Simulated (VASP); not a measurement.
Write the native input for VASP 6.6.1 that does the following.

| Property | Result |
| --- | --- |
| Task | single point |
| Functional | LDA |
| Potentials or basis | VASP PAW LDA potentials, release 64 (Pb_d, I) |
| Cutoff | 500 eV |
| k mesh | 9 × 9 × 6 |
| Occupations | gaussian, width 0.05 eV |
| Spin | no spin polarisation |
| Dipole correction | no |
| Further INCAR settings | ALGO = Normal; EDIFF = 1e-06; NBANDS = 21 |

The structure of PbI2 lies in POSCAR:

```
PbI2
1.0
    4.6174068962      0.0000000000      0.0000000000
   -2.3087034481      3.9987916717      0.0000000000
    0.0000000000      0.0000000000      6.7896837317
Pb I
1 2
Direct
    0.0000000000      0.0000000000      0.0000000000
    0.3333333333      0.6666666667      0.2650000000
    0.6666666667      0.3333333333      0.7350000000
```

This cell differs from its parent crystal: ratio of the length along z to the lengths across it x 0.96, volume and fractional coordinates fixed.

The input as run:

INCAR

```
  ALGO = Normal
  EDIFF = 1E-6
  ENCUT = 500
  GGA = CA
  GGA_COMPAT = F
  ISIF = 2
  ISMEAR = 0
  LASPH = T
  LCHARG = F
  LREAL = F
  LWAVE = F
  NBANDS = 21
  NELM = 120
  PREC = Accurate
  SIGMA = 0.05
```

KPOINTS

```
k-points
0
Gamma
  9 9 6
```

Potentials or basis: VASP PAW LDA potentials, release 64 (Pb_d, I).

Command:

```bash
$ cat potpaw_LDA.64/Pb_d/POTCAR potpaw_LDA.64/I/POTCAR > POTCAR
$ mpirun -np 1 vasp_std > vasp.out
```

It gave:

```json
{
  "Pressure": "-1.0 GPa",
  "Largest force": "0.022 eV/Å",
  "Band gap on the k mesh": "1.94 eV (least direct gap 1.98 eV)"
}
```

Caveat: spin-orbit coupling is left out, which moves the levels of the heavy elements.

Run time: 46 s on 1 thread of Intel(R) Xeon(R) 6975P-C (Granite Rapids), with other jobs on the host, peak memory 0.29 GiB.
